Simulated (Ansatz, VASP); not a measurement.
# Two plane-wave programs on Cd

```
Cd
1.0
     0.00000    2.21335    2.21335
     2.21335    0.00000    2.21335
     2.21335    2.21335    0.00000
Cd
1
Direct
  0.00000 0.00000 0.00000
```

Alike in both runs: task single point; functional PBE; k mesh 18 × 18 × 18; occupations gaussian, width 0.15 eV; no spin polarisation.

|  | VASP | Ansatz |
| --- | --- | --- |
| version | VASP 6.6.1 | Ansatz 0.2.0 |
| potentials or method | VASP PAW PBE potentials, release 64 (Cd), cutoff 520 eV | scalar-relativistic, plane waves, PAW |
| valence electrons in the cell | 12 | 20 |

VASP gave:

| Item | Value |
| --- | --- |
| gap on the k mesh at the Fermi level (eV) | none |
| pressure (GPa) | 2.9 |

Task: Estimate Ansatz's values.

Result: gap on the k mesh at the Fermi level (eV): none; pressure (GPa): 2.5.

A gap of «none» marks a metal or a gap that the smearing closes. VASP's potentials hold 12 valence electrons a cell and Ansatz's 20, so a difference there can come from the potentials and not from the codes.
